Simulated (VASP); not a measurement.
# W (I4/mmm) in VASP: single point with PBEsol

Aim: the single point of W with PBEsol.

Program: VASP 6.6.1. These are calculated values, not measurements. Logs are shortened: lines on timing, memory, paths and dates and some standing lists are left out, and cuts for length are marked.

## 1. The cell of the first run

Symmetry: I4/mmm, No. 139, tetragonal system. Conventional cell: a = 2.957 Å, b = 2.957 Å, c = 3.938 Å, α = 90.00°, β = 90.00°, γ = 90.00°. Within 4.0 Å of W (site symmetry 4/mmm) lie 14 W at 2.87 to 3.94 Å.

## 2. Single point, PBEsol (strain +0.030 along x and y, -0.030 along z)

Input file INCAR:

```
PREC = Accurate
ENCUT = 520
EDIFF = 1E-6
ISMEAR = 0
SIGMA = 0.15
LREAL = F
LASPH = T
NELM = 80
ALGO = Fast
ISIF = 2
LWAVE = F
LCHARG = F
GGA = PS
NBANDS = 13
```

Input file KPOINTS:

```
Automatic mesh
0
Gamma
  20 20 20
```

Input file POSCAR:

```
W
1.0
    0.0000000000      2.0909000000      1.9691000000
    2.0909000000      0.0000000000      1.9691000000
    2.0909000000      2.0909000000      0.0000000000
W
1
Direct
    0.0000000000      0.0000000000      0.0000000000
```

Potentials or basis: VASP PAW PBE potentials, release 64 (W_sv).

Launch:

```
$ cat potpaw_PBE.64/W_sv/POTCAR > POTCAR
$ mpirun -np 1 vasp_std > vasp.out
```

OUTCAR:

```text
PREC = Accurate
   ENCUT = 520
   EDIFF = 1E-6
   ISMEAR = 0
   LREAL = F
   LASPH = T
   NELM = 80
   ISIF = 2
   GGA = PS

 ion  position               nearest neighbor table
   1  0.000  0.000  0.000-

  LATTYP: Found a body centered tetragonal cell.
 ALAT       =     2.9569791376
 C/A-ratio  =     1.3318321898

  Lattice vectors:

 A1 = (   0.0000000000,  -2.0909000000,  -1.9691000000)
 A2 = (   0.0000000000,   2.0909000000,  -1.9691000000)
 A3 = (   2.0909000000,   0.0000000000,   1.9691000000)

Analysis of symmetry for initial positions (statically):
=====================================================================
 Subroutine PRICEL returns:
 Original cell was already a primitive cell.

 Routine SETGRP: Setting up the symmetry group for a
 body centered tetragonal supercell.

 Subroutine GETGRP returns: Found 16 space group operations
 (whereof 16 operations were pure point group operations)
 out of a pool of 16 trial point group operations.

The static configuration has the point symmetry D_4h.

Analysis of symmetry for dynamics (positions and initial velocities):
=====================================================================
 Subroutine PRICEL returns:
 Original cell was already a primitive cell.

 Routine SETGRP: Setting up the symmetry group for a
 body centered tetragonal supercell.

 Subroutine GETGRP returns: Found 16 space group operations
 (whereof 16 operations were pure point group operations)
 out of a pool of 16 trial point group operations.

The dynamic configuration has the point symmetry D_4h.

 Subroutine INISYM returns: Found 16 space group operations
 (whereof 16 operations are pure point group operations),
 and found     1 'primitive' translations

----------------------------------------------------------------------------------------

                                     Primitive cell

  volume of cell :      17.2173

  direct lattice vectors                    reciprocal lattice vectors
     0.000000000  2.090900000  1.969100000    -0.239131474  0.239131474  0.253923112
     2.090900000  0.000000000  1.969100000     0.239131474 -0.239131474  0.253923112
     2.090900000  2.090900000  0.000000000     0.239131474  0.239131474 -0.253923112

  length of vectors
     2.872145125  2.872145125  2.956979138     0.422900309  0.422900309  0.422900309

  position of ions in fractional coordinates (direct lattice)
     0.000000000  0.000000000  0.000000000

  ion indices of the primitive-cell ions
   primitive index   ion index
                 1           1

----------------------------------------------------------------------------------------

 KPOINTS: Automatic mesh

Automatic generation of k-mesh.
 Grid dimensions read from file:
 generate k-points for:   20   20   20

 Generating k-lattice:

  Cartesian coordinates                     Fractional coordinates (reciprocal lattice)
    -0.011956574  0.011956574  0.012696156     0.050000000  0.000000000  0.000000000
     0.011956574 -0.011956574  0.012696156     0.000000000  0.050000000  0.000000000
     0.011956574  0.011956574 -0.012696156     0.000000000  0.000000000  0.050000000

  Length of vectors
     0.021145015  0.021145015  0.021145015

  Shift w.r.t. Gamma in fractional coordinates (k-lattice)
     0.000000000  0.000000000  0.000000000

 Subroutine IBZKPT returns following result:
 ===========================================

 Found    641 irreducible k-points:

 Following reciprocal coordinates:
            Coordinates               Weight
  0.000000  0.000000  0.000000      1.000000
  0.050000  0.000000  0.000000      8.000000
  0.100000  0.000000  0.000000      8.000000
  0.150000  0.000000  0.000000      8.000000
  0.200000  0.000000  0.000000      8.000000
  0.250000  0.000000  0.000000      8.000000
[... 16 lines left out ...]
 -0.400000  0.050000  0.000000      8.000000
 -0.350000  0.050000  0.000000      8.000000
 [... further k-points ...]
   k-points           NKPTS =    641   k-points in BZ     NKDIM =    641   number of bands    NBANDS=     13
   number of dos      NEDOS =    301   number of ions     NIONS =      1
   total plane-waves  NPLWV =  13824
   dimension x,y,z NGX =    24 NGY =   24 NGZ =   24
   dimension x,y,z NGXF=    48 NGYF=   48 NGZF=   48
   ions per type =               1
   NGX,Y,Z   is equivalent  to a cutoff of  13.89, 13.89, 13.49 a.u.
   NGXF,Y,Z  is equivalent  to a cutoff of  27.78, 27.78, 26.99 a.u.
 SYSTEM =  unknown system
   PREC   = accura    normal or accurate (medium, high low for compatibility)
   ISTART =      0    job   : 0-new  1-cont  2-samecut
   ICHARG =      2    charge: 1-file 2-atom 10-const
   ISPIN  =      1    spin polarized calculation?
   LNONCOLLINEAR =      F non collinear calculations
   LSORBIT =      F    spin-orbit coupling
   LASPH  =      T    aspherical Exc in radial PAW
   ENCUT  =  520.0 eV  38.22 Ry    6.18 a.u.   5.34  5.34  5.50*2*pi/ulx,y,z
   NELM   =     80;   NELMIN=  2; NELMDL= -5     # of ELM steps
   EDIFF  = 0.1E-05   stopping-criterion for ELM
   LREAL  =      F    real-space projection
   EDIFFG = 0.1E-04   stopping-criterion for IOM
   NSW    =      0    number of steps for IOM
   IBRION =     -1    ionic relax: 0-MD 1-quasi-New 2-CG
   NFREE  =      0    steps in history (QN), initial steepest desc. (CG)
   ISIF   =      2    stress and relaxation
   ISYM   =      2    0-nonsym 1-usesym 2-fastsym
   POTIM  = 0.5000    time-step for ionic-motion
   TEBEG  =    0.0;   TEEND  =   0.0 temperature during run
   PSTRESS=    0.0 pullay stress
   NELECT =      14.0000    total number of electrons
   NUPDOWN=      -1.0000    fix difference up-down
   EMIN   =  10.00;   EMAX   =-10.00  energy-range for DOS
   EFERMI =   0.00;   METHOD = LEGACY
   ISMEAR =     0;   SIGMA  =   0.15  broadening in eV -4-tet -1-fermi 0-gaus
   EFERMI_NEDOS =   21; number of points for ismear=-14 and -15
   IALGO  =     68    algorithm
   IMIX   =      4    mixing-type and parameters
     AMIX     =   0.40;   BMIX     =  1.00
     AMIX_MAG =   1.60;   BMIX_MAG =  1.00
  volume/ion in A,a.u.               =      17.22       116.19
  Fermi-wavevector in a.u.,A,eV,Ry     =   1.528021  2.887542 31.767551  2.334849
  Thomas-Fermi vector in A             =   2.635837
   LORBIT       =      0    0 simple, 1 ext, 2 COOP (PROOUT), +10 PAW based schemes
   GGA     = PS    functional components
   LHFCALC =     F    Hartree Fock is set to
   AEXX    =    0.0000 exact exchange contribution
   IVDW    =     0    specifies the selected vdW correction
   LEPSILON=     F    determine dielectric tensor
   LRPA    =     F    only Hartree local field effects (RPA)
 non-spin polarized calculation
 RMM-DIIS sequential band-by-band and
 Gauss-broadening in eV      SIGMA  =   0.15
  energy-cutoff  :      520.00
  volume of cell :       17.22
 maximum number of plane-waves:       487
 NGX is ok and might be reduce to    24
   NGX = 11   NGY = 11   NGZ = 11

 number of electron      14.0000001 magnetization

 Free energy of the ion-electron system (eV)
  ---------------------------------------------------
  ext. energy  EPLUGINS =         0.00000000
  ---------------------------------------------------
  free energy    TOTEN  =       -13.27854027 eV

  energy without entropy =      -13.26592894  energy(sigma->0) =      -13.27223460

 E-fermi :   9.7704     XC(G=0): -13.2914

 val. band max:        9.7696719247   @ k =   0.3500   0.0000   0.3500
 cond. band min:       9.7722909641   @ k =   0.4500   0.0500   0.1000
 fundamental gap:      0.0026190394
 Fermi energy:         9.7704291569

 k-point     1 :       0.0000    0.0000    0.0000
  band No.  band energies     occupation
      1     -64.0668      2.00000
      2     -27.7558      2.00000
      3     -27.7558      2.00000
      4     -27.7248      2.00000
      5       0.9235      2.00000
      6       8.9489      2.00000
      7       8.9489      2.00000
      8       9.6730      1.64185
      9      11.5212      0.00000
     10      12.5392      0.00000
     11      22.4951      0.00000
     12      26.7801      0.00000
     13      26.7801      0.00000

 k-point     2 :       0.0500    0.0000    0.0000
  band No.  band energies     occupation
      1     -64.0647      2.00000
      2     -27.7756      2.00000
      3     -27.7601      2.00000
      4     -27.7328      2.00000
      5       1.0281      2.00000
      6       8.9187      2.00000
      7       8.9966      2.00000
      8       9.6705      1.65383
      9      11.4902      0.00000
     10      12.4845      0.00000
     11      22.7046      0.00000
     12      26.5722      0.00000
     13      26.9682      0.00000

 k-point     3 :       0.1000    0.0000    0.0000
  band No.  band energies     occupation
      1     -64.0586      2.00000
      2     -27.8452      2.00000
      3     -27.7727      2.00000
      4     -27.7433      2.00000
      5       1.3334      2.00000
      6       8.7927      2.00000
      7       9.1194      2.00000
      8       9.7132      1.41049
      9      11.4271      0.00000
     10      12.3454      0.00000
     11      23.2817      0.00000
     12      25.8455      0.00000
     13      27.5184      0.00000
[... 305 lines left out ...]
 k-point    23 :      -0.4000    0.0500    0.0000
  band No.  band energies     occupation
      1     -63.9859      2.00000
      2     -28.6501      2.00000
      3     -27.9157      2.00000
      4     -27.8468      2.00000
      5       4.3535      2.00000
      6       8.7149      2.00000
      7       9.1142      2.00000
      8       9.7067      1.45224
      9      13.8730      0.00000
     10      14.1321      0.00000
     11      20.0504      0.00000
     12      22.8050      0.00000
     13      28.6093      0.00000

 k-point    24 :      -0.3500    0.0500    0.0000
  band No.  band energies     occupation
      1     -63.9946      2.00000
      2     -28.5567      2.00000
      3     -27.8953      2.00000
      4     -27.8412      2.00000
      5       4.1956      2.00000
      6       8.7672      2.00000
      7       8.8565      2.00000
      8       9.5605      1.95220
      9      13.1714      0.00000
     10      13.7531      0.00000
     11      20.9295      0.00000
     12      23.7213      0.00000
     13      29.4272      0.00000

 [... further k-points ...]
[... 5 lines left out ...]
  --------------------------------------------------------------------------------------
  -------------------------------------------------------------------------------------
  Total       -1.4923016     -1.4923016     -3.2243738      0.0000000      0.0000000      0.0000000
  in kB     -138.8682271   -138.8682271   -300.0486446      0.0000000      0.0000000      0.0000000
  external PRESSURE =    -192.5950330 kB  Pullay stress =       0.0000000 kB

 VOLUME and BASIS-vectors are now :
 -----------------------------------------------------------------------------
  energy-cutoff  :      520.00
  volume of cell :       17.22
      direct lattice vectors                 reciprocal lattice vectors
     0.000000000  2.090900000  1.969100000    -0.239131474  0.239131474  0.253923112
     2.090900000  0.000000000  1.969100000     0.239131474 -0.239131474  0.253923112
     2.090900000  2.090900000  0.000000000     0.239131474  0.239131474 -0.253923112

 POSITION                                       TOTAL-FORCE (eV/Angst)
 -----------------------------------------------------------------------------------
      0.00000      0.00000      0.00000        -0.000000      0.000000      0.000000
 -----------------------------------------------------------------------------------
    total drift:                               -0.000000      0.000000     -0.000000

  FREE ENERGIE OF THE ION-ELECTRON SYSTEM (eV)
  ---------------------------------------------------
  free  energy   TOTEN  =       -13.2785402683 eV

  energy  without entropy=      -13.2659289392  energy(sigma->0) =      -13.27223460
```

It took 1.8 min on 1 thread of Intel Xeon 8259CL, shared host; peak memory 0.26 GiB.

What came out:

- Free energy: -13.2785 eV
- Pressure: -19.3 GPa
- Band gap on the k mesh: zero (bands 7 and 8 overlap by 4.01 eV)

Caveat: the cell differs from its parent crystal (strain +0.030 along x and y, -0.030 along z); the cell stands under tension; the PAW data sets were made with another functional, which shifts forces and pressure a little; spin-orbit coupling is left out, which moves the levels of the heavy elements.
